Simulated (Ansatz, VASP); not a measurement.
## MoS2: VASP beside Ansatz

```
Mo S
1.0
     3.16100    0.00000    0.00000
    -1.58050    2.73751    0.00000
     0.00000    0.00000   12.66385
Mo S
2 4
Direct
  0.33333 0.66667 0.25000
  0.66667 0.33333 0.75000
  0.33333 0.66667 0.62750
  0.66667 0.33333 0.12750
  0.33333 0.66667 0.87250
  0.66667 0.33333 0.37250
```

Change from the starting cell: zz strain of +3 %.

Alike in both runs: task single point; functional PBE; k mesh 10 × 10 × 3; occupations fermi-dirac, width 0.03 eV; no spin polarisation.

```csv
,VASP,Ansatz
version,VASP 6.6.1,Ansatz 0.2.0
potentials or method,"VASP PAW PBE potentials, release 64 (Mo_sv, S), cutoff 520 eV","all-electron LAPW, scalar-relativistic"
```

|  | VASP | Ansatz | Ansatz less VASP |
| --- | --- | --- | --- |
| pressure (GPa) | 3.6 | 3.7 | +0.16 |
| traceless stress, the component that is largest in VASP (GPa) | 0.62 | 0.65 | +0.037 |
| rms of the force components (eV/Å) | 0.137 | 0.144 | +0.0071 |

Atom by atom the forces differ by 0.007 eV/Å (rms over components). Ansatz ran all-electron here, and VASP with PAW potentials.
